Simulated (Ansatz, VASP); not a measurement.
## ZnS in VASP and in Ansatz

Contents of POSCAR:

```
ZnS
1.0
    3.8054508206      0.0000000000      0.0000000000
   -1.9027254103      3.2956170835      0.0000000000
    0.0000000000      0.0000000000      6.2439930788
Zn S
2 2
Direct
    0.3333333333      0.6666666667      0.0003381272
    0.6666666667      0.3333333333      0.5003381272
    0.3333333333      0.6666666667      0.3746618728
    0.6666666667      0.3333333333      0.8746618728
```

File INCAR.step1:

```
PREC     = Accurate       # precision mode
ENCUT    = 520            # plane-wave cutoff, eV
ISMEAR   = 0              # smearing method
SIGMA    = 0.01           # smearing width, eV
LREAL    = False          # projectors in reciprocal space
LASPH    = True           # aspherical terms in the spheres
NELM     = 60             # most SCF steps
NBANDS   = 26             # bands
GGA      = PE             # functional
ALGO     = Normal         # electronic algorithm
EDIFF    = 1E-4           # SCF threshold, eV
LWAVE    = True           # write WAVECAR
LCHARG   = False          # write CHGCAR
```

The input INCAR.step2:

```
PREC     = Accurate       # precision mode
ENCUT    = 520            # plane-wave cutoff, eV
EDIFF    = 1E-7           # SCF threshold, eV
ISMEAR   = 0              # smearing method
SIGMA    = 0.01           # smearing width, eV
LREAL    = False          # projectors in reciprocal space
LASPH    = True           # aspherical terms in the spheres
NELM     = 60             # most SCF steps
ALGO     = Normal         # electronic algorithm
ISIF     = 2              # what is computed and relaxed
LWAVE    = False          # write WAVECAR
LCHARG   = True           # write CHGCAR
METAGGA  = R2SCAN         # meta-GGA
LMIXTAU  = True         
LELF     = True           # ELF
LVHAR    = True         
NBANDS   = 26             # bands
ISTART   = 1
```

The input KPOINTS:

```
regular mesh
0
Gamma
  6 6 4
```

Input for Ansatz:

```yaml
crystal:
  lattice:
    - [3.8054508206, 0.0, 0.0]
    - [-1.9027254103, 3.2956170835, 0.0]
    - [0.0, 0.0, 6.2439930788]
  atoms:
    - { symbol: Zn, position: [0.3333333333, 0.6666666667, 0.0003381272] }
    - { symbol: Zn, position: [0.6666666667, 0.3333333333, 0.5003381272] }
    - { symbol: S, position: [0.3333333333, 0.6666666667, 0.3746618728] }
    - { symbol: S, position: [0.6666666667, 0.3333333333, 0.8746618728] }
kpoints:
  mp_grid: { grid: [6, 6, 4] }
hamiltonian:
  xc: r2scan
scf:
  occupations: { method: fixed }
  n_extra_bands: 5
output:
  forces: true
  stress: true
  eigenvalues: true
```

Alike in both runs: task single point; functional r2SCAN; k mesh 6 × 6 × 4; no spin polarisation.

```csv
,VASP,Ansatz
version,VASP 6.6.1,Ansatz 0.2.0
potentials or method,"VASP PAW PBE potentials, release 64 (Zn, S)",plane waves
plane-wave cutoff (eV),520,500
occupations,"gaussian, width 0.01 eV",fixed
valence electrons in the cell,36,36
```

Ansatz gave:

| Quantity | Value |
| --- | --- |
| gap on the k mesh at the Fermi level (eV) | 2.78 |
| pressure (GPa) | 0.0 |

**Question.** Which values does VASP return?

**Answer.** gap on the k mesh at the Fermi level (eV): 2.79; pressure (GPa): 0.1.

VASP's potentials were made for PBE, not for r2SCAN.
